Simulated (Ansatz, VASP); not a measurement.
**TaN: VASP beside Ansatz**

```xyz
2
Lattice="2.9380 0.0000 0.0000 -1.4690 2.5444 0.0000 0.0000 0.0000 2.8830" Properties=species:S:1:pos:R:3 pbc="T T T"
Ta    0.0000    1.6963    1.4415
N     0.0000    0.0000    0.0000
```

Alike in both runs: task electric field gradients; functional PBE; k mesh 12 × 12 × 10; occupations fermi-dirac, width 0.02 eV; non-collinear spin, spin-orbit coupling.

```csv
,VASP,Ansatz
version,VASP 6.6.1,Ansatz 0.2.0
potentials or method,"VASP PAW PBE potentials, release 64 (Ta_pv, N)","PAW with Ansatz's default frozen-core files, fully relativistic files with spin-orbit coupling"
plane-wave cutoff (eV),520,420
valence electrons in the cell,16,18
```

```csv
,VASP,Ansatz,Ansatz less VASP
pressure (GPa),5.8,4.3,-1.45
"traceless stress, the component that is largest in VASP (GPa)",0.71,0.58,-0.132
net moment per atom (μB),0.00,0.00,0.000
size of Vzz on the site where it differs most (V/Å²),18.2,61.2,+43.03
```

One of these differences is far larger than is usual between the two programs; its cause wasn't traced. VASP's potentials hold 16 valence electrons a cell and Ansatz's 18, so a difference there can come from the potentials and not from the codes.
